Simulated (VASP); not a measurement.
ZnSe: single point with r2SCAN

Crystal: ZnSe.

```xyz
2
Lattice="0.0000 2.8148 2.8148 2.8148 0.0000 2.8148 2.8148 2.8148 0.0000" Properties=species:S:1:pos:R:3 pbc="T T T"
Se    4.2222    4.2222    4.2222
Zn    0.0000    0.0000    0.0000
```

- Program: VASP 6.6.1
- Task: single point
- Functional: r2SCAN
- Potentials or basis: VASP PAW PBE potentials, release 64 (Se, Zn)
- Cutoff: 520 eV
- k mesh: 8 × 8 × 8
- Occupations: fermi-dirac, width 0.05 eV
- Spin: no spin polarisation

```yaml
Pressure: 1.4 GPa
Band_gap_on_the_k_mesh: 1.96 eV
```

Levels at points of the mesh, in eV from the valence-band top:
```
           k point  band 5  band 6  band 7  band 8  band 9  band 10  band 11  band 12  band 13  band 14
(0.00, 0.00, 0.00)   -6.34   -6.34    0.00    0.00    0.00     1.96     6.31     6.31     6.31    10.68
(0.50, 0.00, 0.00)   -6.32   -6.18   -5.44   -0.91   -0.91     3.09     6.86     6.86     9.13    11.82
(0.50, 0.50, 0.00)   -6.29   -6.15   -4.88   -2.31   -2.31     3.29     3.87    11.67    12.21    12.21
```

Run time: 2.4 min on 1 thread of Intel(R) Xeon(R) Platinum 8259CL CPU @ 2.50GHz (Skylake/Cascade Lake), on a shared host, peak memory 0.18 GiB.

Caveat: the PAW data sets were made with another functional, which shifts forces and pressure a little. r2SCAN opens gaps a little over a GGA but as a rule still falls short of measured ones.
